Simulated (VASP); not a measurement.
# CdI2 (P-3m1) in VASP: G0W0 quasiparticle levels with PBE

Aim: the G0W0 quasiparticle levels of CdI2 with PBE.

All numbers are computed with VASP 6.6.1; they aren't measurements. Logs are shortened: lines on timing, memory, paths and dates and some standing lists are left out, and cuts for length are marked.

**1. The cell of the first run**

The structure is trigonal, space group P-3m1 (No. 164). Conventional cell: a = 4.248 Å, b = 4.248 Å, c = 6.884 Å, α = 90.00°, β = 90.00°, γ = 120.00°. Within 3.9 Å of Cd (site symmetry -3m) lie 6 I at 2.99 Å. I (site symmetry 3m) has 3 Cd at 2.99 Å within 3.9 Å.

**2. G0W0 quasiparticle levels, PBE**

The input, POSCAR:

```
CdI2
1.0
    4.2483568959      0.0000000000      0.0000000000
   -2.1241784480      3.6791849962      0.0000000000
    0.0000000000      0.0000000000      6.8844152426
Cd I
1 2
Direct
    0.0000000000      0.0000000000      0.0000000000
    0.3333333333      0.6666666667      0.2495592317
    0.6666666667      0.3333333333      0.7504407683
```

The input, INCAR.step1:

```
SYSTEM = CdI2
PREC = Accurate
ENCUT = 500
EDIFF = 1E-8
ISMEAR = 0
SIGMA = 0.01
LREAL = .False.
LASPH = .True.
NELM = 100
ALGO = Normal
LWAVE = .True.
LCHARG = .False.
GGA = PE
```

The input, INCAR.step2:

```
SYSTEM = CdI2
PREC = Accurate
ENCUT = 500
EDIFF = 1E-8
ISMEAR = 0
SIGMA = 0.01
LREAL = .False.
LASPH = .True.
NELM = 1
ALGO = Exact
LWAVE = .True.
LCHARG = .False.
GGA = PE
NBANDS = 187
LOPTICS = .True.
ISTART = 1
```

The input, INCAR.step3:

```
SYSTEM = CdI2
PREC = Accurate
ENCUT = 500
EDIFF = 1E-8
ISMEAR = 0
SIGMA = 0.01
LREAL = .False.
LASPH = .True.
ALGO = EVGW0
LWAVE = .False.
LCHARG = .False.
GGA = PE
NELMGW = 1
NBANDS = 187
ENCUTGW = 80.0
NOMEGA = 48
PRECFOCK = Fast
ISTART = 1
NBANDSGW = 21
```

The input, KPOINTS:

```
regular mesh
0
Gamma
  6 6 4
  0 0 0
```

Potentials or basis: VASP PAW PBE potentials, release 64 (Cd_GW, I_GW).

Command:

```sh
$ cat potpaw_PBE.64/Cd_GW/POTCAR potpaw_PBE.64/I_GW/POTCAR > POTCAR
$ cp INCAR.step1 INCAR
$ mpirun -np 1 vasp_std > vasp.out
$ cp INCAR.step2 INCAR
$ mpirun -np 1 vasp_std > vasp.out
$ cp INCAR.step3 INCAR
$ mpirun -np 1 vasp_std > vasp.out
```

OUTCAR:

```text
SYSTEM = CdI2
   PREC = Accurate
   ENCUT = 500
   EDIFF = 1E-8
   ISMEAR = 0
   LREAL = .False.
   LASPH = .True.
   GGA = PE
   NELMGW = 1
   ENCUTGW = 80.0
   PRECFOCK = Fast
   ISTART = 1

 ion  position               nearest neighbor table
   1  0.000  0.000  0.000-   2 2.99   3 2.99   3 2.99   2 2.99   3 2.99   2 2.99
   2  0.333  0.667  0.250-   1 2.99   1 2.99   1 2.99
   3  0.667  0.333  0.750-   1 2.99   1 2.99   1 2.99

  LATTYP: Found a hexagonal cell.
 ALAT       =     4.2483568959
 C/A-ratio  =     1.6204889117

  Lattice vectors:

 A1 = (   4.2483568959,   0.0000000000,   0.0000000000)
 A2 = (  -2.1241784480,   3.6791849962,   0.0000000000)
 A3 = (   0.0000000000,   0.0000000000,   6.8844152426)

Analysis of symmetry for initial positions (statically):
=====================================================================
 Subroutine PRICEL returns:
 Original cell was already a primitive cell.

 Routine SETGRP: Setting up the symmetry group for a
 hexagonal supercell.

 Subroutine GETGRP returns: Found 12 space group operations
 (whereof 12 operations were pure point group operations)
 out of a pool of 24 trial point group operations.

The static configuration has the point symmetry D_3d.

Analysis of symmetry for dynamics (positions and initial velocities):
=====================================================================
 Subroutine PRICEL returns:
 Original cell was already a primitive cell.

 Routine SETGRP: Setting up the symmetry group for a
 hexagonal supercell.

 Subroutine GETGRP returns: Found 12 space group operations
 (whereof 12 operations were pure point group operations)
 out of a pool of 24 trial point group operations.

The dynamic configuration has the point symmetry D_3d.

 Subroutine INISYM returns: Found 12 space group operations
 (whereof 12 operations are pure point group operations),
 and found     1 'primitive' translations

----------------------------------------------------------------------------------------

                                     Primitive cell

  volume of cell :     107.6068

  direct lattice vectors                    reciprocal lattice vectors
     4.248356896  0.000000000  0.000000000     0.235385121  0.135899663  0.000000000
    -2.124178448  3.679184996  0.000000000     0.000000000  0.271799325  0.000000000
     0.000000000  0.000000000  6.884415243     0.000000000  0.000000000  0.145255619

  length of vectors
     4.248356896  4.248356896  6.884415243     0.271799325  0.271799325  0.145255619

  position of ions in fractional coordinates (direct lattice)
     0.000000000  0.000000000  0.000000000
     0.333333333  0.666666667  0.249559232
     0.666666667  0.333333333  0.750440768

  ion indices of the primitive-cell ions
   primitive index   ion index
                 1           1
                 2           2
                 3           3

----------------------------------------------------------------------------------------

 KPOINTS: regular mesh

Automatic generation of k-mesh.
 Grid dimensions read from file:
 generate k-points for:    6    6    4

 Generating k-lattice:

  Cartesian coordinates                     Fractional coordinates (reciprocal lattice)
     0.039230853  0.022649944  0.000000000     0.166666667  0.000000000  0.000000000
     0.000000000  0.045299888  0.000000000     0.000000000  0.166666667  0.000000000
     0.000000000  0.000000000  0.036313905     0.000000000  0.000000000  0.250000000

  Length of vectors
     0.045299888  0.045299888  0.036313905

  Shift w.r.t. Gamma in fractional coordinates (k-lattice)
     0.000000000  0.000000000  0.000000000

 Subroutine IBZKPT returns following result:
 ===========================================

 Found     24 irreducible k-points:

 Following reciprocal coordinates:
            Coordinates               Weight
  0.000000  0.000000  0.000000      1.000000
  0.166667 -0.000000  0.000000      6.000000
  0.333333 -0.000000  0.000000      6.000000
  0.500000 -0.000000  0.000000      3.000000
  0.166667  0.166667  0.000000      6.000000
  0.333333  0.166667  0.000000     12.000000
[... 16 lines left out ...]
  0.333333  0.166667  0.500000     12.000000
  0.333333  0.333333  0.500000      2.000000
   k-points           NKPTS =     24   k-points in BZ     NKDIM =    144   number of bands    NBANDS=    187
   number of dos      NEDOS =    301   number of ions     NIONS =      3
   total plane-waves  NPLWV =  51200
   dimension x,y,z NGX =    32 NGY =   32 NGZ =   50
   dimension x,y,z NGXF=    64 NGYF=   64 NGZF=  100
   ions per type =               1   2
   NGX,Y,Z   is equivalent  to a cutoff of  12.52, 12.52, 12.07 a.u.
   NGXF,Y,Z  is equivalent  to a cutoff of  25.04, 25.04, 24.15 a.u.
 SYSTEM =  CdI2
   PREC   = accura    normal or accurate (medium, high low for compatibility)
   ISTART =      1    job   : 0-new  1-cont  2-samecut
   ICHARG =      0    charge: 1-file 2-atom 10-const
   ISPIN  =      1    spin polarized calculation?
   LNONCOLLINEAR =      F non collinear calculations
   LSORBIT =      F    spin-orbit coupling
   LASPH  =      T    aspherical Exc in radial PAW
   ENCUT  =  500.0 eV  36.75 Ry    6.06 a.u.   7.75  7.75 12.55*2*pi/ulx,y,z
   NELM   =     60;   NELMIN=  2; NELMDL=  0     # of ELM steps
   EDIFF  = 0.1E-07   stopping-criterion for ELM
   LREAL  =      F    real-space projection
   EDIFFG = 0.1E-06   stopping-criterion for IOM
   NSW    =      0    number of steps for IOM
   IBRION =     -1    ionic relax: 0-MD 1-quasi-New 2-CG
   NFREE  =      0    steps in history (QN), initial steepest desc. (CG)
   ISIF   =      0    stress and relaxation
   ISYM   =      3    0-nonsym 1-usesym 2-fastsym
   POTIM  = 0.5000    time-step for ionic-motion
   TEBEG  =    0.0;   TEEND  =   0.0 temperature during run
   PSTRESS=    0.0 pullay stress
   NELECT =      26.0000    total number of electrons
   NUPDOWN=      -1.0000    fix difference up-down
   EMIN   =  10.00;   EMAX   =-10.00  energy-range for DOS
   EFERMI =   0.00;   METHOD = LEGACY
   ISMEAR =     0;   SIGMA  =   0.01  broadening in eV -4-tet -1-fermi 0-gaus
   EFERMI_NEDOS =   21; number of points for ismear=-14 and -15
   IALGO  =     38    algorithm
   IMIX   =      4    mixing-type and parameters
     AMIX     =   0.40;   BMIX     =  1.00
     AMIX_MAG =   1.60;   BMIX_MAG =  1.00
  volume/ion in A,a.u.               =      35.87       242.06
  Fermi-wavevector in a.u.,A,eV,Ry     =   1.019654  1.926866 14.145893  1.039694
  Thomas-Fermi vector in A             =   2.153180
   LORBIT       =      0    0 simple, 1 ext, 2 COOP (PROOUT), +10 PAW based schemes
   GGA     = PE    functional components
   LHFCALC =     T    Hartree Fock is set to
   PRECFOCK=fast      Normal, Fast or Accurate (Low or Medium for compatibility)
   ENCUT4O =  -1.0   cutoff for four orbital integrals eV
   NKREDX  =     1    reduce k-point grid by
   NKREDY  =     1    reduce k-point grid by
   NKREDZ  =     1    reduce k-point grid by
   AEXX    =    1.0000 exact exchange contribution
   HFSCREEN=    0.0000 screening length (either q_TF or 0.3 A-1)
   HFSCREENC=   0.0000 screening length for correlation (either q_TF or 0.3 A-1)
   ENCUTFOCK=  -1.0 apply spherical cutoff to Coloumb kernel
   IVDW    =     0    specifies the selected vdW correction
   LEPSILON=     F    determine dielectric tensor
   LRPA    =     F    only Hartree local field effects (RPA)
   LRPAFORCE           =     F    calculate RPA forces
   ENCUTGW             =  80.0    cutoff for response function in eV
   ENCUTGWSOFT         =  64.0    soft cutoff for Coulomb kernel in GW response function in eV
   ENCUTLF             =  -1.0    cutoff for local field effects
   NELMGW              =     1    number of iterations in solving QP/BSE equation
   NELMHF              =     1    number of iterations in the inner HF iteration
   NKREDLFX            =     1    NKREDLFY  =   1   NKREDLFZ  =   1
 non-spin polarized calculation
 Gauss-broadening in eV      SIGMA  =   0.01
  energy-cutoff  :      500.00
  volume of cell :      107.61
 maximum number of plane-waves:      2786
 NGX is ok and might be reduce to    32
  NGX = 18; NGY = 18; NGZ = 30
   NGX = 15   NGY = 15   NGZ = 25
 maximum number of plane-waves:       186
 NGX is ok and might be reduce to    14

 QP shifts <psi_nk| G(iteration)W_0 |psi_nk>: iteration 1
 for sc-GW calculations column KS-energies equals QP-energies in previous step
 and V_xc(KS)=  KS-energies - (<T + V_ion + V_H > + <T+V_H+V_ion>^1  + <V_x>^1)

 k-point   1 :       0.0000    0.0000    0.0000
  band No.  KS-energies  QP-energies   sigma(KS)   V_xc(KS)     V^pw_x(r,r')   Z            occupation Imag(sigma)

      1      -9.5168      -9.9119     -12.4038     -11.7906     -18.8669       0.6444       2.0000       1.2029
      2      -8.8225      -9.1332     -12.7010     -12.2458     -18.9727       0.6826       2.0000       1.1295
      3      -5.0013      -7.0194     -18.0995     -15.3148     -23.1544       0.7247       2.0000       0.2803
      4      -5.0013      -7.0194     -18.0995     -15.3148     -23.1544       0.7247       2.0000       0.2803
      5      -4.8862      -6.8859     -18.0427     -15.2548     -22.9713       0.7172       2.0000       0.2340
      6      -4.8051      -6.8430     -18.2889     -15.4779     -23.2384       0.7250       2.0000       0.2221
[... 13 lines left out ...]
     20      11.8098      12.2152      -8.3745      -8.8982      -4.1484       0.7742       0.0000      -0.1441
     21      11.8098      12.2152      -8.3745      -8.8982      -4.1484       0.7742       0.0000      -0.1441

 k-point   2 :       0.1667   -0.0000    0.0000
  band No.  KS-energies  QP-energies   sigma(KS)   V_xc(KS)     V^pw_x(r,r')   Z            occupation Imag(sigma)

      1      -9.3850      -9.7793     -12.4635     -11.8666     -18.8792       0.6606       2.0000       1.1947
      2      -8.8037      -9.1305     -12.7862     -12.3069     -19.0455       0.6818       2.0000       1.1051
      3      -4.9828      -7.0106     -18.1350     -15.3465     -23.1975       0.7272       2.0000       0.2820
      4      -4.9398      -6.9445     -18.0376     -15.2857     -23.0633       0.7285       2.0000       0.2786
      5      -4.8582      -6.8689     -18.1156     -15.3205     -23.0515       0.7194       2.0000       0.2315
      6      -4.8101      -6.8392     -18.2578     -15.4566     -23.2179       0.7244       2.0000       0.2308
[... 13 lines left out ...]
     20      11.7434      12.0500      -7.8044      -8.2021      -3.4634       0.7709       0.0000      -0.1820
     21      11.8501      12.2022      -7.9641      -8.4163      -3.7287       0.7788       0.0000      -0.1574

 k-point   3 :       0.3333   -0.0000    0.0000
  band No.  KS-energies  QP-energies   sigma(KS)   V_xc(KS)     V^pw_x(r,r')   Z            occupation Imag(sigma)

      1      -9.0810      -9.4514     -12.6262     -12.0782     -18.9451       0.6758       2.0000       1.1590
      2      -8.7793      -9.1350     -12.9276     -12.4039     -19.1653       0.6790       2.0000       1.0666
      3      -4.9640      -7.0003     -18.1637     -15.3707     -23.2301       0.7291       2.0000       0.2829
      4      -4.8872      -6.8877     -18.0701     -15.2910     -23.0069       0.7198       2.0000       0.2328
      5      -4.8084      -6.8292     -18.1877     -15.3941     -23.1344       0.7234       2.0000       0.2340
      6      -4.7690      -6.8110     -18.3261     -15.5153     -23.2712       0.7264       2.0000       0.2183
[... 13 lines left out ...]
     20      11.7501      12.0323      -7.6457      -8.0092      -3.4336       0.7765       0.0000      -0.1650
     21      12.9134      13.3110      -8.0945      -8.6055      -3.5610       0.7783       0.0000      -0.2285
[... 479 lines left out ...]
      1      -8.8659      -9.2398     -12.9079     -12.3519     -19.1655       0.6726       2.0000       1.0767
      2      -8.8106      -9.1529     -12.8121     -12.3113     -19.0494       0.6836       2.0000       1.1040
      3      -4.9213      -6.9462     -18.1055     -15.3395     -23.1540       0.7321       2.0000       0.2849
      4      -4.8690      -6.8802     -18.1027     -15.3119     -23.0333       0.7206       2.0000       0.2283
      5      -4.7940      -6.8291     -18.2379     -15.4388     -23.1844       0.7270       2.0000       0.2281
      6      -4.7608      -6.7985     -18.3026     -15.5049     -23.2596       0.7283       2.0000       0.2280
[... 13 lines left out ...]
     20      12.0371      12.3767      -8.0532      -8.4962      -3.6843       0.7664       0.0000      -0.1886
     21      12.2012      12.5852      -8.1055      -8.6000      -3.7024       0.7764       0.0000      -0.1865

 k-point  24 :       0.3333    0.3333    0.5000
  band No.  KS-energies  QP-energies   sigma(KS)   V_xc(KS)     V^pw_x(r,r')   Z            occupation Imag(sigma)

      1      -8.7914      -9.1509     -12.9131     -12.3853     -19.1450       0.6813       2.0000       1.0766
      2      -8.7914      -9.1509     -12.9131     -12.3853     -19.1450       0.6813       2.0000       1.0766
      3      -4.8373      -6.8511     -18.1231     -15.3457     -23.0801       0.7251       2.0000       0.2441
      4      -4.8373      -6.8511     -18.1231     -15.3457     -23.0801       0.7251       2.0000       0.2441
      5      -4.7769      -6.8260     -18.2896     -15.4775     -23.2328       0.7287       2.0000       0.2218
      6      -4.7609      -6.7457     -18.1726     -15.4530     -23.1912       0.7298       2.0000       0.2733
[... 13 lines left out ...]
     20      11.6091      11.9290      -7.9661      -8.3794      -3.7262       0.7739       0.0000      -0.1528
     21      11.7462      12.1132      -8.0191      -8.4916      -3.7259       0.7766       0.0000      -0.1514
```

Wall time 69 min (1 thread of Intel Xeon Platinum 8559C (Emerald Rapids), shared host); peak memory 3.7 GiB.

Results:

```yaml
Quasiparticle_gap: 3.49 eV
Least_direct_quasiparticle_gap: 3.75 eV
Band_gap_of_the_starting_levels_on_the_mesh: 2.37 eV
Least_direct_gap_of_the_starting_levels_on_the_mesh: 2.60 eV
```

Caveat: bands, screening cutoff and mesh are small and nothing is extrapolated, so the quasiparticle values aren't converged; spin-orbit coupling is left out, which moves the levels of the heavy elements.
